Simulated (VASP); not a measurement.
Tm2MgC2, 5 atoms in the cell. The typed cell holds 5 atoms: a = 4.409 Å, b = 5.236 Å, c = 5.443 Å, α = 66.99°, β = 73.12°, γ = 88.33°. The cell was generated, and may not be a known phase.

```yaml
Program: VASP 6.6.1
Task: relaxation of cell and atoms
Functional: PBE
Potentials_or_basis: VASP PAW PBE potentials, release 64 (Tm_3, Mg, C), 4f in core
Cutoff: 600 eV
k_mesh: 4 × 4 × 4
Occupations: gaussian, width 0.2 eV
Spin: no spin polarisation
Dipole_correction: no
Further_INCAR_settings: ALGO = Normal; EDIFF = 1e-07; IBRION = 2; EDIFFG = -0.08; NSW = 36; ISIF = 3
```

Potentials or basis: VASP PAW PBE potentials, release 64 (Tm_3, Mg, C), 4f in core.

Launch:

```sh
$ cat potpaw_PBE.64/Tm_3/POTCAR potpaw_PBE.64/Mg/POTCAR potpaw_PBE.64/C/POTCAR > POTCAR
$ mpirun -np 1 vasp_std > vasp.out
```

Hardware: 1 thread of AMD EPYC 7R43 64-Core Processor (Zen 3), on a shared host.

Task: How long does it take, and how much memory?

Result: It took 50 min on 1 thread of AMD EPYC 7R43 64-Core Processor (Zen 3), with other jobs on the host, peak memory 0.28 GiB. Counts: scf iterations 311, k points 36, ion steps 31.
